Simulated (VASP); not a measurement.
Runs of VASP 6.6.1 on C. The structure is that of space group Fd-3m (No. 227), or close to it. The cells are those of the table. 

```csv
level,cell,k mesh,smearing,gap on the mesh (eV),pressure (GPa),largest force (eV/Å)
PBE,"a = 2.517, b = 2.499, c = 2.499 Å, angles 60.5, 59.8, 59.8°, 2 atoms",12 × 12 × 12,fermi-dirac 0.02 eV,3.81,11.9,-
PBE,"a = 2.479, b = 2.479, c = 2.417 Å, angles 60.8, 60.8, 58.3°, 2 atoms",12 × 12 × 12,fermi-dirac 0.02 eV,3.67,42.4,-
PBE,"a = 2.479, b = 2.479, c = 2.417 Å, angles 60.8, 60.8, 58.3°, 2 atoms",6 × 6 × 6,gaussian 0.01 eV,3.67,42.5,-
PBE,"a = 2.417 Å, angles 60.0°, 2 atoms",12 × 12 × 12,fermi-dirac 0.02 eV,4.46,74.0,-
r2SCAN,"a = 2.517 Å, angles 60.0°, 2 atoms",12 × 12 × 12,gaussian 0.01 eV,4.36,1.1,-
PBE,"a = 2.546 Å, angles 61.9°, 2 atoms",6 × 6 × 6,gaussian 0.01 eV,(c),(b),0.06
PBE,"a = 2.417 Å, angles 60.0°, 2 atoms",6 × 6 × 6,gaussian 0.01 eV,(d),74.1,-
PBE,"a = 2.517 Å, angles 60.0°, 2 atoms",6 × 6 × 6,gaussian 0.01 eV,4.16,5.0,-
PBE,"a = 2.517 Å, angles 60.0°, 2 atoms",12 × 12 × 12,fermi-dirac 0.02 eV,4.17,4.9,-
PBE,"a = 2.509 Å, angles 60.2°, 2 atoms",6 × 6 × 6,gaussian 0.01 eV,4.17,(a),0.02
r2SCAN,"a = 2.417 Å, angles 60.0°, 2 atoms",12 × 12 × 12,gaussian 0.01 eV,4.65,70.6,-
PBE,"a = 2.517, b = 2.499, c = 2.499 Å, angles 60.5, 59.8, 59.8°, 2 atoms",6 × 6 × 6,gaussian 0.01 eV,3.81,12.0,-
```

Alike in all rows: task single point; potentials or basis VASP PAW PBE potentials, release 64 (C); no spin polarisation; cutoff (eV) 520.

Q: Estimate the missing entries.

A: (a) 7.3; (b) -23.6; (c) 3.94; (d) 4.45.

Caveats: some runs use coarse meshes; the PAW data sets were made with another functional, which shifts forces and pressure a little (some runs).

A k mesh can miss the band edges.
